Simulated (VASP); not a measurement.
# Sn (Fd-3m) in VASP: further runs

Runs on Sn. Level: r2SCAN. Tasks: single point.

Program: VASP 6.6.1. These are calculated values, not measurements. Logs are shortened: lines on timing, memory, paths and dates and some standing lists are left out, and cuts for length are marked.

### Step 1. The cell of the first run

The structure is cubic, space group Fd-3m (No. 227). Conventional cell: a = 6.544 Å, b = 6.544 Å, c = 6.544 Å, α = 90.00°, β = 90.00°, γ = 90.00°. Within 3.7 Å of Sn (site symmetry -43m) lie 4 Sn at 2.83 Å.

This isn't the form of Sn at room conditions, which is tetragonal (white tin).

### Step 2. Single point, r2SCAN

The input, POSCAR:

```
Sn
1.0
    0.0000000000      3.2721700439      3.2721700439
    3.2721700439      0.0000000000      3.2721700439
    3.2721700439      3.2721700439      0.0000000000
Sn
2
Direct
    1.0000000000      1.0000000000      1.0000000000
    0.2500000000      0.2500000000      0.2500000000
```

The input, INCAR.step1:

```
PREC     = Accurate       # precision mode
ENCUT    = 520            # plane-wave cutoff, eV
ISMEAR   = 1              # smearing method
SIGMA    = 0.05           # smearing width, eV
LREAL    = F              # projectors in reciprocal space
LASPH    = T              # aspherical terms in the spheres
NELM     = 100            # most SCF steps
NBANDS   = 21             # bands
GGA      = PE             # functional
ALGO     = Normal         # electronic algorithm
EDIFF    = 1E-4           # SCF threshold, eV
LWAVE    = T              # write WAVECAR
LCHARG   = F              # write CHGCAR
```

The input, INCAR.step2:

```
PREC     = Accurate       # precision mode
ENCUT    = 520            # plane-wave cutoff, eV
EDIFF    = 1E-6           # SCF threshold, eV
ISMEAR   = 1              # smearing method
SIGMA    = 0.05           # smearing width, eV
LREAL    = F              # projectors in reciprocal space
LASPH    = T              # aspherical terms in the spheres
NELM     = 100            # most SCF steps
ALGO     = Normal         # electronic algorithm
ISIF     = 2              # what is computed and relaxed
LWAVE    = F              # write WAVECAR
LCHARG   = F              # write CHGCAR
METAGGA  = R2SCAN         # meta-GGA
LMIXTAU  = T            
NBANDS   = 21             # bands
ISTART   = 1
```

The input, KPOINTS:

```
Automatic mesh
0
Gamma
  12 12 12
```

Potentials or basis: VASP PAW PBE potentials, release 64 (Sn_d).

Started as:

```sh
$ cat potpaw_PBE.64/Sn_d/POTCAR > POTCAR
$ cp INCAR.step1 INCAR
$ mpirun -np 1 vasp_std > vasp.out
$ cp INCAR.step2 INCAR
$ mpirun -np 1 vasp_std > vasp.out
```

OUTCAR:

```text
PREC = Accurate
   ENCUT = 520
   EDIFF = 1E-6
   ISMEAR = 1
   LREAL = F
   LASPH = T
   NELM = 100
   ISIF = 2
   METAGGA = R2SCAN
   ISTART = 1

 ion  position               nearest neighbor table
   1  0.000  0.000  0.000-   2 2.83   2 2.83   2 2.83   2 2.83
   2  0.250  0.250  0.250-   1 2.83   1 2.83   1 2.83   1 2.83

  LATTYP: Found a face centered cubic cell.
 ALAT       =     6.5443400878

  Lattice vectors:

 A1 = (   0.0000000000,   3.2721700439,   3.2721700439)
 A2 = (   3.2721700439,   0.0000000000,   3.2721700439)
 A3 = (   3.2721700439,   3.2721700439,   0.0000000000)

Analysis of symmetry for initial positions (statically):
=====================================================================
 Subroutine PRICEL returns:
 Original cell was already a primitive cell.

 Routine SETGRP: Setting up the symmetry group for a
 face centered cubic supercell.

 Subroutine GETGRP returns: Found 48 space group operations
 (whereof 24 operations were pure point group operations)
 out of a pool of 48 trial point group operations.

The static configuration has the point symmetry T_d .
 The point group associated with its full space group is O_h .

Analysis of symmetry for dynamics (positions and initial velocities):
=====================================================================
 Subroutine PRICEL returns:
 Original cell was already a primitive cell.

 Routine SETGRP: Setting up the symmetry group for a
 face centered cubic supercell.

 Subroutine GETGRP returns: Found 48 space group operations
 (whereof 24 operations were pure point group operations)
 out of a pool of 48 trial point group operations.

The dynamic configuration has the point symmetry T_d .
 The point group associated with its full space group is O_h .

 Subroutine INISYM returns: Found 48 space group operations
 (whereof 24 operations are pure point group operations),
 and found     1 'primitive' translations

----------------------------------------------------------------------------------------

                                     Primitive cell

  volume of cell :      70.0709

  direct lattice vectors                    reciprocal lattice vectors
     0.000000000  3.272170044  3.272170044    -0.152803795  0.152803795  0.152803795
     3.272170044  0.000000000  3.272170044     0.152803795 -0.152803795  0.152803795
     3.272170044  3.272170044  0.000000000     0.152803795  0.152803795 -0.152803795

  length of vectors
     4.627547254  4.627547254  4.627547254     0.264663936  0.264663936  0.264663936

  position of ions in fractional coordinates (direct lattice)
     0.000000000  0.000000000  0.000000000
     0.250000000  0.250000000  0.250000000

  ion indices of the primitive-cell ions
   primitive index   ion index
                 1           1
                 2           2

----------------------------------------------------------------------------------------

 KPOINTS: Automatic mesh

Automatic generation of k-mesh.
 Grid dimensions read from file:
 generate k-points for:   12   12   12

 Generating k-lattice:

  Cartesian coordinates                     Fractional coordinates (reciprocal lattice)
    -0.012733650  0.012733650  0.012733650     0.083333333  0.000000000  0.000000000
     0.012733650 -0.012733650  0.012733650     0.000000000  0.083333333  0.000000000
     0.012733650  0.012733650 -0.012733650     0.000000000  0.000000000  0.083333333

  Length of vectors
     0.022055328  0.022055328  0.022055328

  Shift w.r.t. Gamma in fractional coordinates (k-lattice)
     0.000000000  0.000000000  0.000000000

 Subroutine IBZKPT returns following result:
 ===========================================

 Found     72 irreducible k-points:

 Following reciprocal coordinates:
            Coordinates               Weight
  0.000000  0.000000  0.000000      1.000000
  0.083333  0.000000  0.000000      8.000000
  0.166667  0.000000  0.000000      8.000000
  0.250000  0.000000  0.000000      8.000000
  0.333333  0.000000  0.000000      8.000000
  0.416667  0.000000  0.000000      8.000000
[... 16 lines left out ...]
  0.500000  0.166667  0.000000     24.000000
 -0.416667  0.166667  0.000000     24.000000
 [... further k-points ...]
   k-points           NKPTS =     72   k-points in BZ     NKDIM =     72   number of bands    NBANDS=     21
   number of dos      NEDOS =    301   number of ions     NIONS =      2
   total plane-waves  NPLWV =  46656
   dimension x,y,z NGX =    36 NGY =   36 NGZ =   36
   dimension x,y,z NGXF=    72 NGYF=   72 NGZF=   72
   ions per type =               2
   NGX,Y,Z   is equivalent  to a cutoff of  12.93, 12.93, 12.93 a.u.
   NGXF,Y,Z  is equivalent  to a cutoff of  25.87, 25.87, 25.87 a.u.
 SYSTEM =  unknown system
   PREC   = accura    normal or accurate (medium, high low for compatibility)
   ISTART =      1    job   : 0-new  1-cont  2-samecut
   ICHARG =      0    charge: 1-file 2-atom 10-const
   ISPIN  =      1    spin polarized calculation?
   LNONCOLLINEAR =      F non collinear calculations
   LSORBIT =      F    spin-orbit coupling
   LASPH  =      T    aspherical Exc in radial PAW
   ENCUT  =  520.0 eV  38.22 Ry    6.18 a.u.   8.60  8.60  8.60*2*pi/ulx,y,z
   NELM   =    100;   NELMIN=  2; NELMDL=  0     # of ELM steps
   EDIFF  = 0.1E-05   stopping-criterion for ELM
   LREAL  =      F    real-space projection
[... 7 lines left out ...]
   TEBEG  =    0.0;   TEEND  =   0.0 temperature during run
   PSTRESS=    0.0 pullay stress
   NELECT =      28.0000    total number of electrons
   NUPDOWN=      -1.0000    fix difference up-down
   EMIN   =  10.00;   EMAX   =-10.00  energy-range for DOS
   EFERMI =   0.00;   METHOD = LEGACY
   ISMEAR =     1;   SIGMA  =   0.05  broadening in eV -4-tet -1-fermi 0-gaus
   EFERMI_NEDOS =   21; number of points for ismear=-14 and -15
   IALGO  =     38    algorithm
   IMIX   =      4    mixing-type and parameters
     AMIX     =   0.40;   BMIX     =  1.00
     AMIX_MAG =   1.60;   BMIX_MAG =  1.00
  volume/ion in A,a.u.               =      35.04       236.43
  Fermi-wavevector in a.u.,A,eV,Ry     =   1.205818  2.278665 19.782820  1.453996
  Thomas-Fermi vector in A             =   2.341503
   LORBIT       =      0    0 simple, 1 ext, 2 COOP (PROOUT), +10 PAW based schemes
   METAGGA = R2SCAN    functional components
   LHFCALC =     F    Hartree Fock is set to
   AEXX    =    0.0000 exact exchange contribution
   IVDW    =     0    specifies the selected vdW correction
   LEPSILON=     F    determine dielectric tensor
   LRPA    =     F    only Hartree local field effects (RPA)
 non-spin polarized calculation
 Methfessel and Paxton  Order N= 1 SIGMA  =   0.05
  energy-cutoff  :      520.00
  volume of cell :       70.07
 maximum number of plane-waves:      1917
   NGX = 17   NGY = 17   NGZ = 17

 number of electron      27.9999985 magnetization

 Free energy of the ion-electron system (eV)
  ---------------------------------------------------
  ext. energy  EPLUGINS =         0.00000000
  ---------------------------------------------------
  free energy    TOTEN  =       -49.49425244 eV

  energy without entropy =      -49.49425136  energy(sigma->0) =      -49.49425208

 E-fermi :   5.3317     XC(G=0):  -9.4730

 val. band max:        5.3181252591   @ k =   0.0000   0.0000   0.0000
 cond. band min:       5.3991747487   @ k =   0.5000   0.0000   0.0000
 fundamental gap:      0.0810494896
 Fermi energy:         5.3317086011

 k-point     1 :       0.0000    0.0000    0.0000
  band No.  band energies     occupation
      1     -17.0410      2.00000
      2     -17.0410      2.00000
      3     -17.0410      2.00000
      4     -16.9778      2.00000
      5     -16.9778      2.00000
      6     -16.6747      2.00000
[... 13 lines left out ...]
     20      13.5158      0.00000
     21      13.5158      0.00000

 k-point     2 :       0.0833    0.0000    0.0000
  band No.  band energies     occupation
      1     -17.0464      2.00000
      2     -17.0464      2.00000
      3     -17.0393      2.00000
      4     -16.9703      2.00000
      5     -16.9703      2.00000
      6     -16.6853      2.00000
[... 13 lines left out ...]
     20      12.9656      0.00000
     21      12.9656      0.00000

 k-point     3 :       0.1667    0.0000    0.0000
  band No.  band energies     occupation
      1     -17.0569      2.00000
      2     -17.0569      2.00000
      3     -17.0347      2.00000
      4     -16.9544      2.00000
      5     -16.9544      2.00000
      6     -16.7005      2.00000
[... 13 lines left out ...]
     20      12.5116      0.00000
     21      12.5116      0.00000

 k-point     4 :       0.2500    0.0000    0.0000
  band No.  band energies     occupation
      1     -17.0663      2.00000
      2     -17.0663      2.00000
      3     -17.0282      2.00000
      4     -16.9383      2.00000
      5     -16.9382      2.00000
      6     -16.7134      2.00000
[... 13 lines left out ...]
     20      12.4792      0.00000
     21      12.4792      0.00000

 k-point     5 :       0.3333    0.0000    0.0000
  band No.  band energies     occupation
      1     -17.0727      2.00000
      2     -17.0727      2.00000
      3     -17.0215      2.00000
      4     -16.9262      2.00000
      5     -16.9261      2.00000
      6     -16.7220      2.00000
[... 13 lines left out ...]
     20      12.9420      0.00000
     21      12.9420      0.00000
[... 382 lines left out ...]
     20      13.3572      0.00000
     21      13.9647      0.00000

 k-point    22 :       0.4167    0.1667    0.0000
  band No.  band energies     occupation
      1     -17.0937      2.00000
      2     -17.0774      2.00000
      3     -17.0039      2.00000
      4     -16.9118      2.00000
      5     -16.8842      2.00000
      6     -16.7891      2.00000
[... 13 lines left out ...]
     20      13.9178      0.00000
     21      14.5686      0.00000

 k-point    23 :       0.5000    0.1667    0.0000
  band No.  band energies     occupation
      1     -17.0998      2.00000
      2     -17.0823      2.00000
      3     -16.9886      2.00000
      4     -16.8991      2.00000
      5     -16.8883      2.00000
      6     -16.7801      2.00000
[... 13 lines left out ...]
     20      14.3813      0.00000
     21      14.5845      0.00000

 k-point    24 :      -0.4167    0.1667    0.0000
  band No.  band energies     occupation
      1     -17.1005      2.00000
      2     -17.0851      2.00000
      3     -16.9813      2.00000
      4     -16.9004      2.00000
      5     -16.8903      2.00000
      6     -16.7613      2.00000
[... 13 lines left out ...]
     20      13.4725      0.00000
     21      13.7580      0.00000

 [... further k-points ...]
[... 5 lines left out ...]
  --------------------------------------------------------------------------------------
  -------------------------------------------------------------------------------------
  Total        0.1706027      0.1706027      0.1706027     -0.0000000      0.0000000     -0.0000000
  in kB        3.9008478      3.9008478      3.9008478     -0.0000000      0.0000000     -0.0000000
  external PRESSURE =       3.9008478 kB  Pullay stress =       0.0000000 kB

 VOLUME and BASIS-vectors are now :
 -----------------------------------------------------------------------------
  energy-cutoff  :      520.00
  volume of cell :       70.07
      direct lattice vectors                 reciprocal lattice vectors
     0.000000000  3.272170044  3.272170044    -0.152803795  0.152803795  0.152803795
     3.272170044  0.000000000  3.272170044     0.152803795 -0.152803795  0.152803795
     3.272170044  3.272170044  0.000000000     0.152803795  0.152803795 -0.152803795

 POSITION                                       TOTAL-FORCE (eV/Angst)
 -----------------------------------------------------------------------------------
      0.00000      0.00000      0.00000         0.000000      0.000000     -0.000000
      1.63609      1.63609      1.63609        -0.000000     -0.000000      0.000000
 -----------------------------------------------------------------------------------
    total drift:                                0.000000      0.000000      0.000000

  FREE ENERGIE OF THE ION-ELECTRON SYSTEM (eV)
  ---------------------------------------------------
  free  energy   TOTEN  =       -49.4942524380 eV

  energy  without entropy=      -49.4942513603  energy(sigma->0) =      -49.49425208
```

It took 4.9 min on 1 thread of Intel Xeon 8259CL, shared host; peak memory 0.26 GiB.

What came out:

```
Free energy            : -49.4943 eV
Pressure               : 0.4 GPa
Band gap on the k mesh : zero (filled and empty bands touch)
```

Caveat: the PAW data sets were made with another functional, which shifts forces and pressure a little; spin-orbit coupling is left out, which moves the levels of the heavy elements.

### Step 3. Single point, r2SCAN

This run uses another cell than the first one, of 35.39 Å³/atom.

The input, POSCAR:

```
Sn
1.0
    0.0000000000      3.2831505626      3.2831505626
    3.2831505626      0.0000000000      3.2831505626
    3.2831505626      3.2831505626      0.0000000000
Sn
2
Direct
    1.0000000000      1.0000000000      1.0000000000
    0.2500000000      0.2500000000      0.2500000000
```

The input, INCAR.step1:

```
SYSTEM = Sn
PREC = Accurate
ENCUT = 520
ISMEAR = 1
SIGMA = 0.05
LREAL = .False.
LASPH = .True.
NELM = 100
NBANDS = 21
GGA = PE
ALGO = Normal
EDIFF = 1E-4
LWAVE = .True.
LCHARG = .False.
```

The input, INCAR.step2:

```
SYSTEM = Sn
PREC = Accurate
ENCUT = 520
EDIFF = 1E-6
ISMEAR = 1
SIGMA = 0.05
LREAL = .False.
LASPH = .True.
NELM = 100
ALGO = Normal
ISIF = 2
LWAVE = .False.
LCHARG = .False.
METAGGA = R2SCAN
LMIXTAU = .True.
NBANDS = 21
ISTART = 1
```

The input, KPOINTS:

```
regular mesh
0
Gamma
  12 12 12
  0 0 0
```

Potentials or basis: VASP PAW PBE potentials, release 64 (Sn_d).

Started as:

```sh
$ cat potpaw_PBE.64/Sn_d/POTCAR > POTCAR
$ cp INCAR.step1 INCAR
$ mpirun -np 1 vasp_std > vasp.out
$ cp INCAR.step2 INCAR
$ mpirun -np 1 vasp_std > vasp.out
```

Wall time 6.1 min (1 thread of Intel Xeon 8259CL, shared host); peak memory 0.27 GiB.

It converged, with:

```yaml
Free_energy: -49.4954 eV
Pressure: -0.1 GPa
Band_gap_on_the_k_mesh: zero (filled and empty bands touch)
```

Levels at points of the mesh, in eV from the Fermi level:
```tsv
k point	band 10	band 11	band 12	band 13	band 14	band 15	band 16	band 17	band 18	band 19
(0.00, 0.00, 0.00)	-21.98	-10.91	-0.64	-0.01	-0.01	-0.01	2.20	2.20	2.20	5.35
(0.50, 0.00, 0.00)	-21.94	-9.26	-6.48	-1.23	-1.23	0.05	3.33	3.33	5.95	8.74
(0.50, 0.50, 0.00)	-21.92	-7.75	-7.75	-2.58	-2.58	0.94	0.94	7.91	7.91	9.56
```

Caveat: the PAW data sets were made with another functional, which shifts forces and pressure a little; spin-orbit coupling is left out, which moves the levels of the heavy elements.

The gap in the log of VASP goes by the Fermi energy; the results here count the filled bands.